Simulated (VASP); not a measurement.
# TiCo: single point with PBE

The system is TiCo.

```
Ti Co
1.0
     2.77206    0.00000    0.00000
     0.00000    2.77206    0.00000
     0.00000    0.00000    2.77206
Ti Co
1 1
Direct
  0.00000 0.00000 0.00000
  0.50000 0.50000 0.50000
```

This cell differs from its parent crystal: volume scaled by 0.8.

```json
{
 "Program": "VASP 6.6.1",
 "Task": "single point",
 "Functional": "PBE",
 "Potentials or basis": "VASP PAW PBE potentials, release 64 (Ti_sv, Co)",
 "Cutoff": "520 eV",
 "k mesh": "13 × 13 × 13",
 "Occupations": "fermi-dirac, width 0.03 eV",
 "Spin": "collinear spin, ferrimagnetic start",
 "Starting moments": "[-1.0, 2.0] μB",
 "Dipole correction": "no",
 "Further INCAR settings": "ALGO = Normal; EDIFF = 1e-07; NBANDS = 22"
}
```

```json
{
  "Pressure": "55.8 GPa",
  "Net moment": "0.00 μB per cell",
  "Valence electrons inside the program's atomic spheres": "Ti 10.69; Co 8.74"
}
```

Levels at points of the mesh, in eV from the Fermi level:
Spin up:
```tsv
k point	band 7	band 8	band 9	band 10	band 11	band 12	band 13	band 14
(0.00, 0.00, 0.00)	-5.13	-1.96	-1.96	-1.96	0.96	0.96	3.56	3.56
```
Spin down:
```
           k point  band 8  band 9  band 10  band 11  band 12  band 13
(0.00, 0.00, 0.00)   -1.96   -1.96    -1.96     0.96     0.96     3.56
```

It took 50 s on 1 thread of Intel(R) Xeon(R) Platinum 8559C (Emerald Rapids), on a shared host, peak memory 0.19 GiB.

Caveat: the starting moments collapsed, and a magnetic state may lie lower.
